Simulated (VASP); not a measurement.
# Cu (I4/mmm) in VASP: a series of runs

Runs on Cu. Level: PBE. Tasks: relaxation of shape and atoms at fixed volume.

Program: VASP 6.6.1. These are calculated values, not measurements. Logs are shortened: lines on timing, memory, paths and dates and some standing lists are left out, and cuts for length are marked.

**1. The cell of the first run**

The typed cell holds 1 atom: a = 2.487 Å, b = 2.487 Å, c = 2.487 Å, α = 120.02°, β = 120.02°, γ = 89.96°.

**2. Relaxation of shape and atoms at fixed volume, PBE (10.88 Å³/atom)**

The input, INCAR:

```
SYSTEM = Cu
ALGO = Fast
EDIFF = 1E-7
EDIFFG = -0.01
ENCUT = 600
GGA = PE
IBRION = 2
ISIF = 4
ISMEAR = 0
LASPH = .TRUE.
LCHARG = .FALSE.
LREAL = .FALSE.
LWAVE = .FALSE.
NELM = 100
NSW = 50
PREC = Accurate
SIGMA = 0.1
```

The input, KPOINTS:

```
k-points
0
G
  30 30 30
  0 0 0
```

The input, POSCAR:

```
Cu
1.0
   -1.2431746712      1.2431746712      1.7592774780
    1.2431746712     -1.2431746712      1.7592774780
    1.2431746712      1.2431746712     -1.7592774780
Cu
1
Direct
    0.0000000000      0.0000000000      0.0000000000
```

Potentials or basis: VASP PAW PBE potentials, release 64 (Cu).

Launch:

```console
$ cat potpaw_PBE.64/Cu/POTCAR > POTCAR
$ mpirun -np 1 vasp_std > vasp.out
```

OUTCAR:

```text
SYSTEM = Cu
   EDIFF = 1E-7
   EDIFFG = -0.01
   ENCUT = 600
   GGA = PE
   IBRION = 2
   ISIF = 4
   ISMEAR = 0
   LASPH = .TRUE.
   LREAL = .FALSE.
   NELM = 100
   NSW = 50
   PREC = Accurate

 ion  position               nearest neighbor table
   1  0.000  0.000  0.000-

  LATTYP: Found a body centered tetragonal cell.
 ALAT       =     2.4863493424
 C/A-ratio  =     1.4151490686

  Lattice vectors:

 A1 = (  -1.2431746712,   1.2431746712,   1.7592774780)
 A2 = (   1.2431746712,  -1.2431746712,   1.7592774780)
 A3 = (   1.2431746712,   1.2431746712,  -1.7592774780)

Analysis of symmetry for initial positions (statically):
=====================================================================
 Subroutine PRICEL returns:
 Original cell was already a primitive cell.

 Routine SETGRP: Setting up the symmetry group for a
 body centered tetragonal supercell.

 Subroutine GETGRP returns: Found 16 space group operations
 (whereof 16 operations were pure point group operations)
 out of a pool of 16 trial point group operations.

The static configuration has the point symmetry D_4h.

Analysis of symmetry for dynamics (positions and initial velocities):
=====================================================================
 Subroutine PRICEL returns:
 Original cell was already a primitive cell.

 Routine SETGRP: Setting up the symmetry group for a
 body centered tetragonal supercell.

 Subroutine GETGRP returns: Found 16 space group operations
 (whereof 16 operations were pure point group operations)
 out of a pool of 16 trial point group operations.

The dynamic configuration has the point symmetry D_4h.

 Subroutine INISYM returns: Found 16 space group operations
 (whereof 16 operations are pure point group operations),
 and found     1 'primitive' translations

----------------------------------------------------------------------------------------

                                     Primitive cell

  volume of cell :      10.8757

  direct lattice vectors                    reciprocal lattice vectors
    -1.243174671  1.243174671  1.759277478     0.000000000  0.402196096  0.284207583
     1.243174671 -1.243174671  1.759277478     0.402196096  0.000000000  0.284207583
     1.243174671  1.243174671 -1.759277478     0.402196096  0.402196096  0.000000000

[... 83 lines left out ...]
   EDIFFG = -.1E-01   stopping-criterion for IOM
   NSW    =     50    number of steps for IOM
   IBRION =      2    ionic relax: 0-MD 1-quasi-New 2-CG
   NFREE  =      1    steps in history (QN), initial steepest desc. (CG)
   ISIF   =      4    stress and relaxation
   ISYM   =      2    0-nonsym 1-usesym 2-fastsym
   POTIM  = 0.5000    time-step for ionic-motion
   TEBEG  =    0.0;   TEEND  =   0.0 temperature during run
   PSTRESS=    0.0 pullay stress
   NELECT =      11.0000    total number of electrons
   NUPDOWN=      -1.0000    fix difference up-down
   EMIN   =  10.00;   EMAX   =-10.00  energy-range for DOS
   EFERMI =   0.00;   METHOD = LEGACY
   ISMEAR =     0;   SIGMA  =   0.10  broadening in eV -4-tet -1-fermi 0-gaus
   EFERMI_NEDOS =   21; number of points for ismear=-14 and -15
   IALGO  =     68    algorithm
   IMIX   =      4    mixing-type and parameters
     AMIX     =   0.40;   BMIX     =  1.00
     AMIX_MAG =   1.60;   BMIX_MAG =  1.00
  volume/ion in A,a.u.               =      10.88        73.39
  Fermi-wavevector in a.u.,A,eV,Ry     =   1.643310  3.105406 36.742097  2.700468
  Thomas-Fermi vector in A             =   2.733466
   LORBIT       =      0    0 simple, 1 ext, 2 COOP (PROOUT), +10 PAW based schemes
   GGA     = PE    functional components
   LHFCALC =     F    Hartree Fock is set to
   AEXX    =    0.0000 exact exchange contribution
   IVDW    =     0    specifies the selected vdW correction
   LEPSILON=     F    determine dielectric tensor
   LRPA    =     F    only Hartree local field effects (RPA)
 conjugate gradient relaxation of ions
 non-spin polarized calculation
 RMM-DIIS sequential band-by-band and
 Gauss-broadening in eV      SIGMA  =   0.10
  energy-cutoff  :      600.00
  volume of cell :       10.88
 maximum number of plane-waves:       376
   NGX =  9   NGY =  9   NGZ =  9

 number of electron      10.9999997 magnetization

 Free energy of the ion-electron system (eV)
  ---------------------------------------------------
  ext. energy  EPLUGINS =         0.00000000
  ---------------------------------------------------
  free energy    TOTEN  =        -3.67308902 eV

  energy without entropy =       -3.67186827  energy(sigma->0) =       -3.67247864

 E-fermi :   8.6890     XC(G=0): -13.2121

 val. band max:        8.6838792823   @ k =  -0.1000   0.4667   0.1000
 cond. band min:       8.7003276042   @ k =  -0.2667  -0.4000   0.1667
 fundamental gap:      0.0164483219
 Fermi energy:         8.6890261613

 k-point     1 :       0.0000    0.0000    0.0000
  band No.  band energies     occupation
      1      -1.3446      2.00000
      2       5.3556      2.00000
      3       5.3591      2.00000
      4       5.3591      2.00000
      5       6.2903      2.00000
      6       6.2940      2.00000
      7      31.9028      0.00000
      8      35.2061      0.00000
      9      35.2157      0.00000
[... 265 lines left out ...]
 k-point    24 :       0.2667    0.0333    0.0000
  band No.  band energies     occupation
      1       1.3727      2.00000
      2       5.0673      2.00000
      3       5.5079      2.00000
      4       5.5233      2.00000
      5       6.3865      2.00000
      6       6.5502      2.00000
      7      20.4615      0.00000
      8      30.6254      0.00000
      9      32.8087      0.00000

 [... further k-points ...]

------------------------ aborting loop because EDIFF is reached ----------------------------------------

  FORCE on cell =-STRESS in cart. coord.  units (eV):
  Direction    XX          YY          ZZ          XY          YZ          ZX
  --------------------------------------------------------------------------------------
  -------------------------------------------------------------------------------------
  Total        1.2367445      1.2367445      1.2332923      0.0000000      0.0000000     -0.0000000
  in kB      182.1931067    182.1931067    181.6845307      0.0000000      0.0000000     -0.0000000
  external PRESSURE =     182.0235813 kB  Pullay stress =       0.0000000 kB

 VOLUME and BASIS-vectors are now :
 -----------------------------------------------------------------------------
  energy-cutoff  :      600.00
  volume of cell :       10.88
      direct lattice vectors                 reciprocal lattice vectors
    -1.243174671  1.243174671  1.759277478     0.000000000  0.402196096  0.284207583
     1.243174671 -1.243174671  1.759277478     0.402196096  0.000000000  0.284207583
     1.243174671  1.243174671 -1.759277478     0.402196096  0.402196096  0.000000000

 POSITION                                       TOTAL-FORCE (eV/Angst)
 -----------------------------------------------------------------------------------
      0.00000      0.00000      0.00000         0.000000      0.000000      0.000000
 -----------------------------------------------------------------------------------
    total drift:                               -0.000000     -0.000000     -0.000000

  FREE ENERGIE OF THE ION-ELECTRON SYSTEM (eV)
  ---------------------------------------------------
  free  energy   TOTEN  =        -3.6730890191 eV

  energy  without entropy=       -3.6718682707  energy(sigma->0) =       -3.67247864

 reached required accuracy - stopping structural energy minimisation
```

It took 4.1 min on 1 thread of Oxide Virtual Turin-like, shared host; peak memory 0.33 GiB.

What came out:

```
Free energy             : -3.6731 eV
Pressure after relaxing : 18.2 GPa
Band gap on the k mesh  : zero (an odd number of electrons rules out a gap without spin polarisation)
```

Final structure:
```cif
data_structure
_symmetry_space_group_name_H-M 'P 1'
_symmetry_Int_Tables_number 1
_cell_length_a 2.4872
_cell_length_b 2.4872
_cell_length_c 2.4872
_cell_angle_alpha 120.022
_cell_angle_beta 120.022
_cell_angle_gamma 89.962
_cell_volume 10.88
loop_
_atom_site_label
_atom_site_type_symbol
_atom_site_fract_x
_atom_site_fract_y
_atom_site_fract_z
_atom_site_occupancy
Cu1 Cu 0.00000 0.00000 0.00000 1
```

**3. Relaxation of shape and atoms at fixed volume, PBE (13.15 Å³/atom)**

This run uses another cell than the first one, of 13.15 Å³/atom.

The input, INCAR:

```
SYSTEM = Cu
ALGO     = Fast           ! electronic algorithm
EDIFF    = 1E-6           ! SCF threshold, eV
EDIFFG   = -0.01          ! ionic threshold
ENCUT    = 600            ! plane-wave cutoff, eV
GGA      = PE             ! functional
IBRION   = 2              ! ionic algorithm
ISIF     = 4              ! what is computed and relaxed
ISMEAR   = 0              ! smearing method
LASPH    = .TRUE.         ! aspherical terms in the spheres
LCHARG   = .FALSE.        ! write CHGCAR
LREAL    = .FALSE.        ! projectors in reciprocal space
LWAVE    = .FALSE.        ! write WAVECAR
NELM     = 60             ! most SCF steps
NSW      = 50             ! ionic steps
PREC     = Accurate       ! precision mode
SIGMA    = 0.1            ! smearing width, eV
```

KPOINTS is that of step 2.

The input, POSCAR:

```
Cu
1.0
   -1.3242884279      1.3242884279      1.8740655352
    1.3242884279     -1.3242884279      1.8740655352
    1.3242884279      1.3242884279     -1.8740655352
Cu
1
Direct
    0.0000000000      0.0000000000      0.0000000000
```

Potentials or basis: VASP PAW PBE potentials, release 64 (Cu).

Launch:

```console
$ cat potpaw_PBE.64/Cu/POTCAR > POTCAR
$ mpirun -np 1 vasp_std > vasp.out
```

It took 8.8 min on 1 thread of Oxide Virtual Turin-like, shared host; peak memory 0.39 GiB.

The run converged. Its results:

```
Free energy             : -3.6900 eV
Pressure after relaxing : -9.5 GPa
Band gap on the k mesh  : zero (an odd number of electrons rules out a gap without spin polarisation)
```

Final structure:
```
Cu
1.0
    -1.32429    1.32429    1.87407
     1.32429   -1.32429    1.87407
     1.32429    1.32429   -1.87407
Cu
1
Cartesian
  0.0000 0.0000 0.0000
```

Levels at points of the mesh, in eV from the Fermi level:
```
           k point  band 3  band 4  band 5  band 6  band 7  band 8  band 9
(0.00, 0.00, 0.00)   -2.75   -2.75   -2.06   -2.05   21.70   23.54   23.54
(0.50, 0.00, 0.00)   -2.77   -1.57   -1.57   -0.73    3.22   20.25   20.43
(0.50, 0.50, 0.00)   -1.59   -1.45   -1.45    1.55    6.37   12.24   12.24
(0.50, 0.50, 0.50)   -1.59   -1.45   -1.45    1.54    6.35   12.26   12.26
```

**4. Relaxation of shape and atoms at fixed volume, PBE (12.31 Å³/atom)**

This run uses another cell than the first one, of 12.31 Å³/atom.

The input, INCAR:

```
SYSTEM = Cu
PREC     = Accurate       ! precision mode
ENCUT    = 600            ! plane-wave cutoff, eV
EDIFF    = 1E-7           ! SCF threshold, eV
ISMEAR   = 0              ! smearing method
SIGMA    = 0.1            ! smearing width, eV
LREAL    = .FALSE.        ! projectors in reciprocal space
LASPH    = .TRUE.         ! aspherical terms in the spheres
NELM     = 100            ! most SCF steps
ALGO     = Fast           ! electronic algorithm
ISIF     = 4              ! what is computed and relaxed
LWAVE    = .FALSE.        ! write WAVECAR
LCHARG   = .FALSE.        ! write CHGCAR
GGA      = PE             ! functional
IBRION   = 2              ! ionic algorithm
NSW      = 50             ! ionic steps
EDIFFG   = -0.01          ! ionic threshold
```

The input, KPOINTS:

```
Automatic mesh
0
G
  30 30 30
  0 0 0
```

The input, POSCAR:

```
Cu
1.0
   -1.2955795886      1.2955795886      1.8334382481
    1.2955795886     -1.2955795886      1.8334382481
    1.2955795886      1.2955795886     -1.8334382481
Cu
1
Direct
    0.0000000000      0.0000000000      0.0000000000
```

Launch:

```console
$ cat potpaw_PBE.64/Cu/POTCAR > POTCAR
$ mpirun -np 1 vasp_std > vasp.out
```

It took 7.4 min on 1 thread of Oxide Virtual Turin-like, shared host; peak memory 0.37 GiB.

The run converged. Its results:

* Free energy: -3.7258 eV
* Pressure after relaxing: -3.1 GPa
* Band gap on the k mesh: zero (an odd number of electrons rules out a gap without spin polarisation)

Final structure:
```xyz
1
Lattice="-1.2956 1.2956 1.8334 1.2956 -1.2956 1.8334 1.2956 1.2956 -1.8334" Properties=species:S:1:pos:R:3 pbc="T T T"
Cu    0.0000    0.0000    0.0000
```

Levels at points of the mesh, in eV from the Fermi level:
```
           k point  band 4  band 5  band 6  band 7  band 8  band 9
(0.00, 0.00, 0.00)   -2.93   -2.16   -2.16   22.24   24.56   24.56
(0.50, 0.00, 0.00)   -1.63   -1.63   -0.91    3.53   20.75   21.42
(0.50, 0.50, 0.00)   -1.49   -1.49    1.51    6.81   12.73   12.74
(0.50, 0.50, 0.50)   -1.49   -1.49    1.50    6.79   12.75   12.75
```

**5. Relaxation of shape and atoms at fixed volume, PBE (12.67 Å³/atom)**

This run uses another cell than the first one, of 12.67 Å³/atom.

The input, INCAR:

```
PREC     = Accurate       # precision mode
ENCUT    = 600            # plane-wave cutoff, eV
EDIFF    = 1E-6           # SCF threshold, eV
ISMEAR   = 0              # smearing method
SIGMA    = 0.1            # smearing width, eV
LREAL    = F              # projectors in reciprocal space
LASPH    = T              # aspherical terms in the spheres
NELM     = 60             # most SCF steps
ALGO     = Fast           # electronic algorithm
ISIF     = 4              # what is computed and relaxed
LWAVE    = F              # write WAVECAR
LCHARG   = F              # write CHGCAR
GGA      = PE             # functional
IBRION   = 2              # ionic algorithm
NSW      = 50             # ionic steps
EDIFFG   = -0.01          # ionic threshold
```

The input, KPOINTS:

```
Automatic mesh
0
Gamma
  30 30 30
```

The input, POSCAR:

```
Cu
1.0
   -1.3080378489      1.3080378489      1.8510685435
    1.3080378489     -1.3080378489      1.8510685435
    1.3080378489      1.3080378489     -1.8510685435
Cu
1
Direct
    0.0000000000      0.0000000000      0.0000000000
```

Potentials or basis: VASP PAW PBE potentials, release 64 (Cu).

Launch:

```console
$ cat potpaw_PBE.64/Cu/POTCAR > POTCAR
$ mpirun -np 1 vasp_std > vasp.out
```

OUTCAR:

```text
PREC = Accurate
   ENCUT = 600
   EDIFF = 1E-6
   ISMEAR = 0
   LREAL = F
   LASPH = T
   NELM = 60
   ISIF = 4
   GGA = PE
   IBRION = 2
   NSW = 50
   EDIFFG = -0.01

 ion  position               nearest neighbor table
   1  0.000  0.000  0.000-

  LATTYP: Found a body centered tetragonal cell.
 ALAT       =     2.6160756978
 C/A-ratio  =     1.4151490686

  Lattice vectors:

 A1 = (  -1.3080378489,   1.3080378489,   1.8510685435)
 A2 = (   1.3080378489,  -1.3080378489,   1.8510685435)
 A3 = (   1.3080378489,   1.3080378489,  -1.8510685435)

Analysis of symmetry for initial positions (statically):
=====================================================================
 Subroutine PRICEL returns:
 Original cell was already a primitive cell.

 Routine SETGRP: Setting up the symmetry group for a
 body centered tetragonal supercell.

 Subroutine GETGRP returns: Found 16 space group operations
 (whereof 16 operations were pure point group operations)
 out of a pool of 16 trial point group operations.

The static configuration has the point symmetry D_4h.

Analysis of symmetry for dynamics (positions and initial velocities):
[... 166 lines left out ...]

 k-point     1 :       0.0000    0.0000    0.0000
  band No.  band energies     occupation
      1      -2.0829      2.00000
      2       3.9221      2.00000
      3       3.9250      2.00000
      4       3.9250      2.00000
      5       4.6593      2.00000
      6       4.6622      2.00000
      7      28.7770      0.00000
      8      30.8847      0.00000
      9      30.8861      0.00000
[... 265 lines left out ...]
 k-point    24 :       0.2667    0.0333    0.0000
  band No.  band energies     occupation
      1       0.3869      2.00000
      2       3.7115      2.00000
      3       4.0459      2.00000
      4       4.0575      2.00000
      5       4.7395      2.00000
      6       4.8683      2.00000
      7      17.3639      0.00000
      8      26.7932      0.00000
      9      28.9454      0.00000

 [... further k-points ...]

------------------------ aborting loop because EDIFF is reached ----------------------------------------

  FORCE on cell =-STRESS in cart. coord.  units (eV):
  Direction    XX          YY          ZZ          XY          YZ          ZX
  --------------------------------------------------------------------------------------
  -------------------------------------------------------------------------------------
  Total       -0.5033669     -0.5033669     -0.5056680      0.0000000      0.0000000      0.0000000
  in kB      -63.6608027    -63.6608027    -63.9518212      0.0000000      0.0000000      0.0000000
  external PRESSURE =     -63.7578088 kB  Pullay stress =       0.0000000 kB

 VOLUME and BASIS-vectors are now :
 -----------------------------------------------------------------------------
  energy-cutoff  :      600.00
  volume of cell :       12.67
      direct lattice vectors                 reciprocal lattice vectors
    -1.308037849  1.308037849  1.851068544     0.000000000  0.382251936  0.270114255
     1.308037849 -1.308037849  1.851068544     0.382251936  0.000000000  0.270114255
     1.308037849  1.308037849 -1.851068544     0.382251936  0.382251936  0.000000000

 POSITION                                       TOTAL-FORCE (eV/Angst)
 -----------------------------------------------------------------------------------
      0.00000      0.00000      0.00000        -0.000000      0.000000      0.000000
 -----------------------------------------------------------------------------------
    total drift:                               -0.000000      0.000000      0.000000

  FREE ENERGIE OF THE ION-ELECTRON SYSTEM (eV)
  ---------------------------------------------------
  free  energy   TOTEN  =        -3.7147751955 eV

  energy  without entropy=       -3.7134411432  energy(sigma->0) =       -3.71410817

 reached required accuracy - stopping structural energy minimisation
```

CONTCAR:

```text
Cu
   1.00000000000000
    -1.3080378489000000    1.3080378489000000    1.8510685435000001
     1.3080378489000000   -1.3080378489000000    1.8510685435000001
     1.3080378489000000    1.3080378489000000   -1.8510685435000001
  Cu
     1
Direct
     0.0000000000000000    0.0000000000000000    0.0000000000000000

  0.00000000E+00  0.00000000E+00  0.00000000E+00
```

Run time: 7 min. Hardware: 1 thread of Oxide Virtual Turin-like, shared host; peak memory 0.38 GiB.

Results:

| Property | Result |
| --- | --- |
| Free energy | -3.7148 eV |
| Pressure after relaxing | -6.4 GPa |
| Band gap on the k mesh | zero (an odd number of electrons rules out a gap without spin polarisation) |

Final structure:
```
CELL_PARAMETERS angstrom
-1.30804 1.30804 1.85107
1.30804 -1.30804 1.85107
1.30804 1.30804 -1.85107
ATOMIC_POSITIONS crystal
Cu 0.00000 0.00000 0.00000
```

**6. Overview**

```tsv
cell	gap on the mesh (eV)	pressure (GPa)
relaxed from a = 2.487 Å, angles 120.0, 120.0, 90.0°, 1 atom	none	18.2
relaxed from a = 2.649 Å, angles 120.0, 120.0, 90.0°, 1 atom	none	-9.5
relaxed from a = 2.592 Å, angles 120.0, 120.0, 90.0°, 1 atom	none	-3.1
relaxed from a = 2.617 Å, angles 120.0, 120.0, 90.0°, 1 atom	none	-6.4
```

Alike in all rows: task relaxation of shape and atoms at fixed volume; level PBE; potentials or basis VASP PAW PBE potentials, release 64 (Cu); no spin polarisation; k mesh 30 × 30 × 30; cutoff (eV) 600; smearing gaussian 0.1 eV.

Absolute energies hang on the potentials; compare differences alone.

The gap in the log of VASP goes by the Fermi energy; the results here count the filled bands.